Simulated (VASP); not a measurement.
Set up this calculation in VASP 6.6.1, as the native input.

```yaml
Task: single point
Functional: LDA
Potentials_or_basis: VASP PAW LDA potentials, release 64 (Ni, Si)
Cutoff: 520 eV
k_mesh: 8 × 8 × 8
Occupations: fermi-dirac, width 0.05 eV
Spin: collinear spin, ferromagnetic start
Starting_moments: "[1.0, 1.0, 1.0, 0.0] μB"
Dipole_correction: no
Further_INCAR_settings: ALGO = Normal; EDIFF = 1e-06; NBANDS = 29
```

The structure of SiNi3 lies in POSCAR:

```
SiNi3
1.0
    3.5654576373      0.0000000000      0.0000000000
    0.0000000000      3.5654576373      0.0000000000
    0.0000000000      0.0000000000      3.5654576373
Ni Si
3 1
Direct
    0.5000000000      0.5000000000      0.0000000000
    0.5000000000      0.0000000000      0.5000000000
    0.0000000000      0.5000000000      0.5000000000
    0.0000000000      0.0000000000      0.0000000000
```

This cell differs from its parent crystal: volume scaled by 1.02.

The input as run:

INCAR

```
PREC     = Accurate       # precision mode
ENCUT    = 520            # plane-wave cutoff, eV
EDIFF    = 1E-6           # SCF threshold, eV
ISMEAR   = -1             # smearing method
SIGMA    = 0.05           # smearing width, eV
LREAL    = False          # projectors in reciprocal space
LASPH    = True           # aspherical terms in the spheres
NELM     = 150            # most SCF steps
ALGO     = Normal         # electronic algorithm
ISIF     = 2              # what is computed and relaxed
LWAVE    = False          # write WAVECAR
LCHARG   = False          # write CHGCAR
ISPIN    = 2              # spin polarisation
MAGMOM   = 1 1 1 0        # initial moments
LORBIT   = 11             # projections on sites
LMAXMIX  = 4              # l up to which the mixer works
NBANDS   = 29             # bands
```

KPOINTS

```
regular mesh
0
Gamma
  8 8 8
```

Potentials or basis: VASP PAW LDA potentials, release 64 (Ni, Si).

Launch:

```sh
$ cat potpaw_LDA.64/Ni/POTCAR potpaw_LDA.64/Si/POTCAR > POTCAR
$ mpirun -np 1 vasp_std > vasp.out
```

It gave:

```json
{
  "Pressure": "-22.7 GPa",
  "Band gap on the k mesh": "zero (filled and empty bands overlap)",
  "Net moment": "0.00 μB per cell",
  "Valence electrons inside the program's atomic spheres": "Ni 9.39; Si 1.53"
}
```

Run time: 2.7 min on 1 thread of AMD EPYC 7R13 Processor (Zen 3), with other jobs on the host, peak memory 0.16 GiB.
